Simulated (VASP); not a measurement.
# Al16Cu in VASP: a series of runs

The runs below take Al16Cu through single point, with PBE+D3(BJ).

Program: VASP 6.6.1. These are calculated values, not measurements. Logs are shortened: lines on timing, memory, paths and dates and some standing lists are left out, and cuts for length are marked.

## 1. The cell of the first run

The cell holds a slab with vacuum, 17 atoms: a = 5.631 Å, b = 7.964 Å, c = 21.329 Å, α = 90.00°, β = 90.00°, γ = 90.00°.

## 2. Single point, PBE+D3(BJ)

The input, INCAR:

```
ALGO = Normal
DIPOL = 0.5 0.5 0.302
EDIFF = 1E-6
ENCUT = 520
GGA = PE
IDIPOL = 3
ISIF = 2
ISMEAR = 0
IVDW = 12
LASPH = T
LCHARG = F
LDIPOL = T
LREAL = Auto
LWAVE = F
NBANDS = 44
NELM = 100
PREC = Accurate
SIGMA = 0.1
```

The input, KPOINTS:

```
k-points
0
Gamma
  5 4 1
```

The input, POSCAR:

```
Al16Cu
1.0
    5.6314608543      0.0000000000      0.0000000000
    0.0000000000      7.9640883162      0.0000000000
    0.0000000000      0.0000000000     21.3288851192
Al Cu
16 1
Direct
    0.2500000000      0.2500000000      0.1875391038
    0.2500000000      0.7500000000      0.1875391038
    0.7500000000      0.2500000000      0.1875391038
    0.7500000000      0.7500000000      0.1875391038
    0.0000000000      0.0000000000      0.2535465489
    0.0000000000      0.5000000000      0.2535465489
    0.5000000000      0.0000000000      0.2535465489
    0.5000000000      0.5000000000      0.2535465489
    0.2500000000      0.2500000000      0.3225569796
    0.2500000000      0.7500000000      0.3225569796
    0.7500000000      0.2500000000      0.3225569796
    0.7500000000      0.7500000000      0.3225569796
    0.0000000000      0.0000000000      0.3858094351
    0.0000000000      0.5000000000      0.3858094351
    0.5000000000      0.0000000000      0.3858094351
    0.5000000000      0.5000000000      0.3858094351
    0.1250000000      0.0000000000      0.5311522405
```

Potentials or basis: VASP PAW PBE potentials, release 64 (Al, Cu).

Command:

```console
> cat potpaw_PBE.64/Al/POTCAR potpaw_PBE.64/Cu/POTCAR > POTCAR
> mpirun -np 1 vasp_std > vasp.out
```

OUTCAR:

```text
EDIFF = 1E-6
   ENCUT = 520
   GGA = PE
   ISIF = 2
   ISMEAR = 0
   IVDW = 12
   LASPH = T
   LREAL = Auto
   NELM = 100
   PREC = Accurate
 IVDW          = 12

 ion  position               nearest neighbor table
   1  0.250  0.250  0.188-   3 2.82   3 2.82   6 2.82   7 2.82   8 2.82   5 2.82   9 2.88
   2  0.250  0.750  0.188-   4 2.82   4 2.82   6 2.82   7 2.82   8 2.82   5 2.82  10 2.88
   3  0.750  0.250  0.188-   1 2.82   1 2.82   6 2.82   7 2.82   8 2.82   5 2.82  11 2.88
   4  0.750  0.750  0.188-   2 2.82   2 2.82   6 2.82   7 2.82   8 2.82   5 2.82  12 2.88
   5  0.000  0.000  0.254-   7 2.82   7 2.82   3 2.82   4 2.82   1 2.82   2 2.82  13 2.82  11 2.85
                            12 2.85   9 2.85  10 2.85
   6  0.000  0.500  0.254-   8 2.82   8 2.82   3 2.82   4 2.82   1 2.82   2 2.82  14 2.82  11 2.85
                            12 2.85   9 2.85  10 2.85
   7  0.500  0.000  0.254-   5 2.82   5 2.82   3 2.82   4 2.82   1 2.82   2 2.82  15 2.82  11 2.85
                            12 2.85   9 2.85  10 2.85
   8  0.500  0.500  0.254-   6 2.82   6 2.82   3 2.82   4 2.82   1 2.82   2 2.82  16 2.82  11 2.85
                            12 2.85   9 2.85  10 2.85
   9  0.250  0.250  0.323-  13 2.79  14 2.79  15 2.79  16 2.79  11 2.82  11 2.82   7 2.85   8 2.85
                             5 2.85   6 2.85   1 2.88
  10  0.250  0.750  0.323-  13 2.79  14 2.79  15 2.79  16 2.79  12 2.82  12 2.82   7 2.85   8 2.85
                             5 2.85   6 2.85   2 2.88
  11  0.750  0.250  0.323-  13 2.79  14 2.79  15 2.79  16 2.79   9 2.82   9 2.82   7 2.85   8 2.85
                             5 2.85   6 2.85   3 2.88
  12  0.750  0.750  0.323-  13 2.79  14 2.79  15 2.79  16 2.79  10 2.82  10 2.82   7 2.85   8 2.85
                             5 2.85   6 2.85   4 2.88
  13  0.000  0.000  0.386-   9 2.79  10 2.79  11 2.79  12 2.79  15 2.82  15 2.82   5 2.82
  14  0.000  0.500  0.386-   9 2.79  10 2.79  11 2.79  12 2.79  16 2.82  16 2.82   6 2.82
  15  0.500  0.000  0.386-   9 2.79  10 2.79  11 2.79  12 2.79  13 2.82  13 2.82   7 2.82
  16  0.500  0.500  0.386-   9 2.79  10 2.79  11 2.79  12 2.79  14 2.82  14 2.82   8 2.82
  17  0.125  0.000  0.531-

  LATTYP: Found a simple orthorhombic cell.
 ALAT       =     5.6314608543
 B/A-ratio  =     1.4142135624
 C/A-ratio  =     3.7874515461

  Lattice vectors:

 A1 = (   5.6314608543,   0.0000000000,   0.0000000000)
 A2 = (   0.0000000000,   7.9640883162,   0.0000000000)
 A3 = (   0.0000000000,   0.0000000000,  21.3288851192)

Analysis of symmetry for initial positions (statically):
=====================================================================
 Subroutine PRICEL returns:
 Original cell was already a primitive cell.

 Routine SETGRP: Setting up the symmetry group for a
 simple orthorhombic supercell.

 Subroutine GETGRP returns: Found  2 space group operations
 (whereof  2 operations were pure point group operations)
 out of a pool of  8 trial point group operations.

The static configuration has the point symmetry C_1h.

Analysis of symmetry for dynamics (positions and initial velocities):
=====================================================================
 Subroutine PRICEL returns:
 Original cell was already a primitive cell.

 Routine SETGRP: Setting up the symmetry group for a
 simple orthorhombic supercell.

 Subroutine GETGRP returns: Found  2 space group operations
 (whereof  2 operations were pure point group operations)
 out of a pool of  8 trial point group operations.

The dynamic configuration has the point symmetry C_1h.

 Subroutine INISYM returns: Found  2 space group operations
 (whereof  2 operations are pure point group operations),
 and found     1 'primitive' translations

----------------------------------------------------------------------------------------

                                     Primitive cell

  volume of cell :     956.5888

  direct lattice vectors                    reciprocal lattice vectors
     5.631460854  0.000000000  0.000000000     0.177573817  0.000000000  0.000000000
     0.000000000  7.964088316  0.000000000     0.000000000  0.125563650  0.000000000
     0.000000000  0.000000000 21.328885119     0.000000000  0.000000000  0.046884776

  length of vectors
     5.631460854  7.964088316 21.328885119     0.177573817  0.125563650  0.046884776

  position of ions in fractional coordinates (direct lattice)
     0.250000000  0.250000000  0.187539104
     0.250000000  0.750000000  0.187539104
     0.750000000  0.250000000  0.187539104
     0.750000000  0.750000000  0.187539104
     0.000000000  0.000000000  0.253546549
     0.000000000  0.500000000  0.253546549
[... 9 lines left out ...]
     0.500000000  0.500000000  0.385809435
     0.125000000  0.000000000  0.531152240

  ion indices of the primitive-cell ions
   primitive index   ion index
                 1           1
                 2           2
                 3           3
                 4           4
                 5           5
                 6           6
[... 9 lines left out ...]
                16          16
                17          17

----------------------------------------------------------------------------------------

 KPOINTS: k-points

Automatic generation of k-mesh.
 Grid dimensions read from file:
 generate k-points for:    5    4    1

 Generating k-lattice:

  Cartesian coordinates                     Fractional coordinates (reciprocal lattice)
     0.035514763  0.000000000  0.000000000     0.200000000  0.000000000  0.000000000
     0.000000000  0.031390913  0.000000000     0.000000000  0.250000000  0.000000000
     0.000000000  0.000000000  0.046884776     0.000000000  0.000000000  1.000000000

  Length of vectors
     0.035514763  0.031390913  0.046884776

  Shift w.r.t. Gamma in fractional coordinates (k-lattice)
     0.000000000  0.000000000  0.000000000

 Subroutine IBZKPT returns following result:
 ===========================================

 Found      9 irreducible k-points:

 Following reciprocal coordinates:
            Coordinates               Weight
  0.000000  0.000000  0.000000      1.000000
  0.200000  0.000000  0.000000      2.000000
  0.400000  0.000000  0.000000      2.000000
  0.000000  0.250000  0.000000      2.000000
  0.200000  0.250000  0.000000      4.000000
  0.400000  0.250000  0.000000      4.000000
  0.000000  0.500000  0.000000      1.000000
  0.200000  0.500000  0.000000      2.000000
  0.400000  0.500000  0.000000      2.000000
   k-points           NKPTS =      9   k-points in BZ     NKDIM =      9   number of bands    NBANDS=     44
   number of dos      NEDOS =    301   number of ions     NIONS =     17
   total plane-waves  NPLWV = 403200
   dimension x,y,z NGX =    42 NGY =   60 NGZ =  160
   dimension x,y,z NGXF=    84 NGYF=  120 NGZF=  320
   ions per type =              16   1
   NGX,Y,Z   is equivalent  to a cutoff of  12.40, 12.52, 12.47 a.u.
   NGXF,Y,Z  is equivalent  to a cutoff of  24.80, 25.05, 24.94 a.u.
 SYSTEM =  unknown system
   PREC   = accura    normal or accurate (medium, high low for compatibility)
   ISTART =      0    job   : 0-new  1-cont  2-samecut
   ICHARG =      2    charge: 1-file 2-atom 10-const
   ISPIN  =      1    spin polarized calculation?
   LNONCOLLINEAR =      F non collinear calculations
   LSORBIT =      F    spin-orbit coupling
   LASPH  =      T    aspherical Exc in radial PAW
   ENCUT  =  520.0 eV  38.22 Ry    6.18 a.u.  10.47 14.81 39.66*2*pi/ulx,y,z
   NELM   =    100;   NELMIN=  2; NELMDL= -5     # of ELM steps
   EDIFF  = 0.1E-05   stopping-criterion for ELM
   LREAL  =      T    real-space projection
   EDIFFG = 0.1E-04   stopping-criterion for IOM
   NSW    =      0    number of steps for IOM
   IBRION =     -1    ionic relax: 0-MD 1-quasi-New 2-CG
   NFREE  =      0    steps in history (QN), initial steepest desc. (CG)
   ISIF   =      2    stress and relaxation
   ISYM   =      2    0-nonsym 1-usesym 2-fastsym
   POTIM  = 0.5000    time-step for ionic-motion
   TEBEG  =    0.0;   TEEND  =   0.0 temperature during run
   PSTRESS=    0.0 pullay stress
   NELECT =      59.0000    total number of electrons
   NUPDOWN=      -1.0000    fix difference up-down
   EMIN   =  10.00;   EMAX   =-10.00  energy-range for DOS
   EFERMI =   0.00;   METHOD = LEGACY
   ISMEAR =     0;   SIGMA  =   0.10  broadening in eV -4-tet -1-fermi 0-gaus
   EFERMI_NEDOS =   21; number of points for ismear=-14 and -15
   IALGO  =     38    algorithm
   IMIX   =      4    mixing-type and parameters
     AMIX     =   0.40;   BMIX     =  1.00
     AMIX_MAG =   1.60;   BMIX_MAG =  1.00
  volume/ion in A,a.u.               =      56.27       379.73
  Fermi-wavevector in a.u.,A,eV,Ry     =   0.646820  1.222313  5.692360  0.418377
  Thomas-Fermi vector in A             =   1.714927
   LORBIT       =      0    0 simple, 1 ext, 2 COOP (PROOUT), +10 PAW based schemes
   GGA     = PE    functional components
   LHFCALC =     F    Hartree Fock is set to
   AEXX    =    0.0000 exact exchange contribution
   IVDW    =    12    specifies the selected vdW correction
   LEPSILON=     F    determine dielectric tensor
   LRPA    =     F    only Hartree local field effects (RPA)
 non-spin polarized calculation
 Gauss-broadening in eV      SIGMA  =   0.10
  energy-cutoff  :      520.00
  volume of cell :      956.59
 maximum number of plane-waves:     25803
 NGX is ok and might be reduce to    42
   NGX = 21   NGY = 29   NGZ = 79

 dipolmoment           0.000000      0.000000     -0.007325 electrons x Angstroem

 number of electron      59.0000018 magnetization

 dipolmoment           0.000000      0.000000      0.054575 electrons x Angstroem

 Free energy of the ion-electron system (eV)
  ---------------------------------------------------
  ext. energy  EPLUGINS =         0.00000000
  ---------------------------------------------------
  free energy    TOTEN  =       -55.91638188 eV

  energy without entropy =      -55.85780976  energy(sigma->0) =      -55.88709582

 E-fermi :  -0.5992     XC(G=0):  -4.1179

 val. band max:       -0.6027258837   @ k =   0.2000   0.2500   0.0000
 cond. band min:      -0.5858277344   @ k =   0.0000   0.0000   0.0000
 fundamental gap:      0.0168981494
 Fermi energy:        -0.5991972327

 k-point     1 :       0.0000    0.0000    0.0000
  band No.  band energies     occupation
      1     -11.0556      2.00000
      2      -8.8013      2.00000
      3      -8.7500      2.00000
      4      -8.6078      2.00000
      5      -6.5134      2.00000
      6      -6.4810      2.00000
[... 33 lines left out ...]
     40       1.4424      0.00000
     41       1.5279      0.00000

 k-point     2 :       0.2000    0.0000    0.0000
  band No.  band energies     occupation
      1     -10.8698      2.00000
      2      -8.6187      2.00000
      3      -8.5673      2.00000
      4      -8.4238      2.00000
      5      -8.1146      2.00000
      6      -6.1882      2.00000
[... 33 lines left out ...]
     40       1.4097      0.00000
     41       1.8485      0.00000

 k-point     3 :       0.4000    0.0000    0.0000
  band No.  band energies     occupation
      1     -10.3139      2.00000
      2      -9.3926      2.00000
      3      -8.0723      2.00000
      4      -8.0207      2.00000
      5      -7.8736      2.00000
      6      -7.1665      2.00000
[... 214 lines left out ...]
      1     -10.2963      2.00000
      2     -10.2917      2.00000
      3      -7.8831      2.00000
      4      -7.8794      2.00000
      5      -7.5531      2.00000
      6      -7.5484      2.00000
[... 33 lines left out ...]
     40       1.5916      0.00000
     41       1.5922      0.00000

 k-point     9 :       0.4000    0.5000    0.0000
  band No.  band energies     occupation
      1      -9.7427      2.00000
      2      -9.7383      2.00000
      3      -8.8254      2.00000
      4      -8.8206      2.00000
      5      -7.3350      2.00000
      6      -7.3314      2.00000
[... 33 lines left out ...]
     40       1.9201      0.00000
     41       2.0016      0.00000
 [bands above 41 left out]

------------------------ aborting loop because EDIFF is reached ----------------------------------------

 vacuum level on the upper side and lower side of the slab       (xc-potential included)        -0.017        -0.195

 Edisp (eV)   -3.56017

 E8    (eV) :    -1.6631

  FORCE on cell =-STRESS in cart. coord.  units (eV):
  Direction    XX          YY          ZZ          XY          YZ          ZX
  --------------------------------------------------------------------------------------
  -------------------------------------------------------------------------------------
  Total     -11.27765    -3.39885    -5.12772     0.00000     0.00000    -0.39236
  in kB     -18.88878    -5.69269    -8.58835     0.00000     0.00000    -0.65715
  external pressure =      -11.06 kB  Pullay stress =        0.00 kB

 VOLUME and BASIS-vectors are now :
 -----------------------------------------------------------------------------
  energy-cutoff  :      520.00
  volume of cell :      956.59
      direct lattice vectors                 reciprocal lattice vectors
     5.631460854  0.000000000  0.000000000     0.177573817  0.000000000  0.000000000
     0.000000000  7.964088316  0.000000000     0.000000000  0.125563650  0.000000000
     0.000000000  0.000000000 21.328885119     0.000000000  0.000000000  0.046884776

 POSITION                                       TOTAL-FORCE (eV/Angst)
 -----------------------------------------------------------------------------------
      1.40787      1.99102      4.00000        -0.002311     -0.005132      0.172607
      1.40787      5.97307      4.00000        -0.002311      0.005132      0.172607
      4.22360      1.99102      4.00000         0.011527      0.007478      0.169058
      4.22360      5.97307      4.00000         0.011527     -0.007478      0.169058
      0.00000      0.00000      5.40787        -0.087087      0.000000     -0.165979
      0.00000      3.98204      5.40787        -0.027487      0.000000     -0.084746
[... 9 lines left out ...]
      2.81573      3.98204      8.22889        -0.010664      0.000000     -0.008920
      0.70393      0.00000     11.32889        -0.093340      0.000000     -1.201323
 -----------------------------------------------------------------------------------
    total drift:                                0.000171      0.000000      0.000885

  FREE ENERGIE OF THE ION-ELECTRON SYSTEM (eV)
  ---------------------------------------------------
  free  energy   TOTEN  =       -59.4765505604 eV

  energy  without entropy=      -59.4179784418  energy(sigma->0) =      -59.44726450

 vacuum level on the upper side and lower side of the slab         3.530         3.353
```

Wall time 10 min (1 thread of Intel Xeon 6975P-C (Granite Rapids), shared host); peak memory 0.88 GiB.

What came out:

```yaml
Free_energy: -59.4766 eV
Largest_force: 1.205 eV/Å
Band_gap_on_the_k_mesh: zero (an odd number of electrons rules out a gap without spin polarisation)
Dispersion_energy_per_atom: -0.209 eV
```

Forces in eV/Å, atoms in the order of the input:
```
Al  -0.002 -0.005  0.173
Al  -0.002  0.005  0.173
Al   0.012  0.007  0.169
Al   0.012 -0.007  0.169
Al  -0.087  0.000 -0.166
Al  -0.027  0.000 -0.085
Al   0.097  0.000 -0.117
Al   0.010  0.000 -0.075
Al   0.045 -0.023 -0.042
Al   0.045  0.023 -0.042
Al  -0.028 -0.046 -0.051
Al  -0.028  0.046 -0.051
Al   0.049  0.000  0.968
Al   0.005  0.000  0.030
Al   0.005  0.000  0.159
Al  -0.011  0.000 -0.009
Cu  -0.093  0.000 -1.201
```

## 3. Single point, PBE+D3(BJ)

The input, INCAR:

```
SYSTEM = Al16Cu
ALGO = Normal
DIPOL = 0.5 0.5 0.302
EDIFF = 1E-6
ENCUT = 520
GGA = PE
IDIPOL = 3
ISIF = 2
ISMEAR = 0
IVDW = 12
LASPH = .True.
LCHARG = .False.
LDIPOL = .True.
LREAL = Auto
LWAVE = .False.
NBANDS = 44
NELM = 80
PREC = Accurate
SIGMA = 0.1
```

The input, KPOINTS:

```
k-points
0
Gamma
  5 4 1
  0 0 0
```

Changes to POSCAR since step 2:

```diff
@@ -24,2 +24,2 @@
     0.5000000000      0.5000000000      0.3858094351
-    0.1250000000      0.0000000000      0.5311522405
+    0.1250000000      0.2500000000      0.5311522405
```

Potentials or basis: VASP PAW PBE potentials, release 64 (Al, Cu).

Command:

```console
> cat potpaw_PBE.64/Al/POTCAR potpaw_PBE.64/Cu/POTCAR > POTCAR
> mpirun -np 1 vasp_std > vasp.out
```

Run time: 13 min. Hardware: 1 thread of Intel Xeon 6975P-C (Granite Rapids), shared host; peak memory 0.89 GiB.

Results (log left out):

```
Free energy                : -59.2371 eV
Largest force              : 0.926 eV/Å
Band gap on the k mesh     : zero (an odd number of electrons rules out a gap without spin polarisation)
Dispersion energy per atom : -0.210 eV
```

Forces in eV/Å, atoms in the order of the input:
```
Al  -0.034  0.000  0.172
Al   0.036  0.000  0.149
Al   0.038  0.000  0.178
Al  -0.035  0.000  0.134
Al  -0.042  0.004 -0.129
Al  -0.042 -0.004 -0.129
Al   0.039 -0.036 -0.091
Al   0.039  0.036 -0.091
Al   0.023  0.000 -0.078
Al   0.047  0.000  0.014
Al  -0.006  0.000 -0.049
Al  -0.036  0.000 -0.056
Al   0.034  0.229  0.398
Al   0.034 -0.229  0.398
Al  -0.013  0.020  0.051
Al  -0.013 -0.020  0.051
Cu  -0.070  0.000 -0.924
```

Levels at points of the mesh, in eV from the Fermi level:
| k point | band 27 | band 28 | band 29 | band 30 | band 31 | band 32 | band 33 | band 34 |
| --- | --- | --- | --- | --- | --- | --- | --- | --- |
| (0.00, 0.00, 0.00) | -0.66 | -0.64 | -0.54 | -0.25 | -0.14 | 0.04 | 0.20 | 1.16 |
| (0.00, 0.50, 0.00) | -0.67 | -0.67 | -0.66 | -0.14 | 0.27 | 0.28 | 0.31 | 0.36 |

## 4. Single point, PBE+D3(BJ)

The input, INCAR:

```
SYSTEM = Al16Cu
ALGO = Normal ; DIPOL = 0.5 0.5 0.302
EDIFF = 1E-7 ; ENCUT = 520
GGA = PE ; IDIPOL = 3
ISIF = 2 ; ISMEAR = 0
IVDW = 12 ; LASPH = .True.
LCHARG = .False. ; LDIPOL = .True.
LREAL = Auto ; LWAVE = .False.
NBANDS = 44 ; NELM = 100
PREC = Accurate ; SIGMA = 0.1
```

KPOINTS is that of step 3.

Changes to POSCAR since step 3:

```diff
@@ -24,2 +24,2 @@
     0.5000000000      0.5000000000      0.3858094351
-    0.1250000000      0.2500000000      0.5311522405
+    0.2500000000      0.1250000000      0.5311522405
```

Command:

```console
> cat potpaw_PBE.64/Al/POTCAR potpaw_PBE.64/Cu/POTCAR > POTCAR
> mpirun -np 1 vasp_std > vasp.out
```

Run time: 9.9 min. Hardware: 1 thread of Intel Xeon 6975P-C (Granite Rapids), shared host; peak memory 0.89 GiB.

Results (log left out):

```
Free energy                : -59.3200 eV
Largest force              : 1.050 eV/Å
Band gap on the k mesh     : zero (an odd number of electrons rules out a gap without spin polarisation)
Dispersion energy per atom : -0.210 eV
```

Forces on the atoms (eV/Å):
```
Al   0.000 -0.017  0.172
Al   0.000 -0.006  0.158
Al   0.000 -0.004  0.185
Al   0.000 -0.013  0.143
Al  -0.112 -0.010 -0.136
Al  -0.029  0.016 -0.089
Al   0.112 -0.010 -0.136
Al   0.029  0.016 -0.089
Al   0.000  0.008 -0.081
Al   0.000  0.034  0.013
Al   0.000 -0.044 -0.041
Al   0.000  0.029 -0.069
Al   0.037  0.128  0.448
Al   0.021 -0.037  0.055
Al  -0.037  0.128  0.448
Al  -0.021 -0.037  0.055
Cu   0.000 -0.181 -1.035
```

Levels at points of the mesh, in eV from the Fermi level:
```csv
k point,band 25,band 26,band 27,band 28,band 29,band 30,band 31,band 32,band 33,band 34
"(0.00, 0.00, 0.00)",-0.74,-0.74,-0.72,-0.67,-0.53,-0.24,-0.11,-0.03,0.20,1.15
"(0.00, 0.50, 0.00)",-0.83,-0.79,-0.77,-0.74,-0.73,-0.07,0.27,0.29,0.31,0.31
```

## 5. Summary

```tsv
cell	gap on the mesh (eV)	largest force (eV/Å)
as given, atomic positions A	none	1.20
as given, atomic positions B	none	0.93
as given, atomic positions C	none	1.05
```

Alike in all rows: task single point; level PBE+D3(BJ); potentials or basis VASP PAW PBE potentials, release 64 (Al, Cu); no spin polarisation; k mesh 5 × 4 × 1; cutoff (eV) 520; smearing gaussian 0.1 eV.

Absolute energies hang on the potentials; compare differences alone.

The gap in the log of VASP goes by the Fermi energy; the results here count the filled bands.